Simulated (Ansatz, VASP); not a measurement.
## One calculation of P, two programs

The input INCAR:

```
  PREC = Accurate
  ENCUT = 520
  EDIFF = 1E-7
  ISMEAR = 0
  SIGMA = 0.05
  LREAL = False
  LASPH = True
  NELM = 60
  ALGO = Normal
  ISIF = 2
  LWAVE = False
  LCHARG = True
  GGA = PS
  LELF = True
  LVHAR = True
  NBANDS = 18
```

Contents of KPOINTS:

```
regular mesh
0
Gamma
  8 1 6
```

File POSCAR:

```
P
1.0
    3.2843671017      0.0000000000      0.0000000000
    0.0000000000     34.8747470704      0.0000000000
    0.0000000000      0.0000000000      4.3481718773
P
4
Direct
    0.0000000000      0.9696876236      0.5826201292
    0.0000000000      0.0303123764      0.4173798708
    0.5000000000      0.0303123764      0.0826201292
    0.5000000000      0.9696876236      0.9173798708
```

Input for Ansatz:

```yaml
crystal:
  lattice:
    - [3.2843671017, 0.0, 0.0]
    - [0.0, 34.8747470704, 0.0]
    - [0.0, 0.0, 4.3481718773]
  atoms:
    - { symbol: P, position: [0.0, 0.9696876236, 0.5826201292] }
    - { symbol: P, position: [0.0, 0.0303123764, 0.4173798708] }
    - { symbol: P, position: [0.5, 0.0303123764, 0.0826201292] }
    - { symbol: P, position: [0.5, 0.9696876236, 0.9173798708] }
basis:
  ecutwfc: 420
kpoints:
  mp_grid: { grid: [8, 1, 6] }
hamiltonian:
  xc: pbesol
scf:
  occupations: { method: gaussian, width: 0.05 }
output:
  forces: true
  stress: true
  eigenvalues: true
```

Change from the starting cell: strain -0.0200 x Voigt [0, 0, 1, 0, 0, 0], atoms carried along.

Alike in both runs: task single point; functional PBEsol; k mesh 8 × 1 × 6; occupations gaussian, width 0.05 eV; no spin polarisation.

```csv
,VASP,Ansatz
version,VASP 6.6.1,Ansatz 0.2.0
potentials or method,"VASP PAW PBE potentials, release 64 (P), cutoff 520 eV","scalar-relativistic, plane waves, PAW"
valence electrons in the cell,20,20
```

```csv
,VASP,Ansatz,Ansatz less VASP
gap on the k mesh at the Fermi level (eV),0.57,0.56,-0.013
least direct gap on the mesh (eV),0.57,0.56,-0.013
rms of the force components (eV/Å),0.168,0.178,+0.0096
```

VASP's potentials were made for PBE, not for PBEsol. Atom by atom the forces differ by 0.013 eV/Å (rms over components).
